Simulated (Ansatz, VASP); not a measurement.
**One calculation of Zn, two programs**

INCAR

```
PREC = Accurate ; ENCUT = 520
EDIFF = 1E-6 ; ISMEAR = 0
SIGMA = 0.15 ; LREAL = False
LASPH = True ; NELM = 60
ALGO = Fast ; ISIF = 2
LWAVE = False ; LCHARG = False
GGA = CA ; NBANDS = 12
```

KPOINTS

```
regular mesh
0
Gamma
  22 22 22
```

Contents of POSCAR:

```
Zn
1.0
   -1.1049815070      1.5332552785      1.5332552785
    1.5332552785     -1.1049815070      1.5332552785
    1.5332552785      1.5332552785     -1.1049815070
Zn
1
Direct
    0.0000000000      0.0000000000      0.0000000000
```

Input for Ansatz:

```yaml
crystal:
  lattice:
    - [-1.104981507, 1.5332552785, 1.5332552785]
    - [1.5332552785, -1.104981507, 1.5332552785]
    - [1.5332552785, 1.5332552785, -1.104981507]
  atoms:
    - { symbol: Zn, position: [0.0, 0.0, 0.0] }
basis:
  ecutwfc: 520.0
kpoints:
  mp_grid: { grid: [22, 22, 22] }
hamiltonian:
  xc: lda
  pseudopotentials: { kind: paw }
scf:
  occupations: { method: gaussian, width: 0.15 }
output:
  forces: true
  stress: true
  eigenvalues: true
```

Alike in both runs: task single point; functional LDA; k mesh 22 × 22 × 22; occupations gaussian, width 0.15 eV; no spin polarisation.

|  | VASP | Ansatz |
| --- | --- | --- |
| version | VASP 6.6.1 | Ansatz 0.2.0 |
| potentials or method | VASP PAW LDA potentials, release 64 (Zn), cutoff 520 eV | scalar-relativistic, plane waves, PAW |
| valence electrons in the cell | 12 | 12 |

|  | VASP | Ansatz | Ansatz less VASP |
| --- | --- | --- | --- |
| gap on the k mesh at the Fermi level (eV) | none | none | - |
| pressure (GPa) | 12.0 | 11.2 | -0.83 |
| traceless stress, the component that is largest in VASP (GPa) | -4.72 | -4.59 | +0.134 |

LDA's correlation is that of Perdew and Zunger in VASP and of Perdew and Wang (1992) in Ansatz. A gap of «none» marks a metal or a gap that the smearing closes.
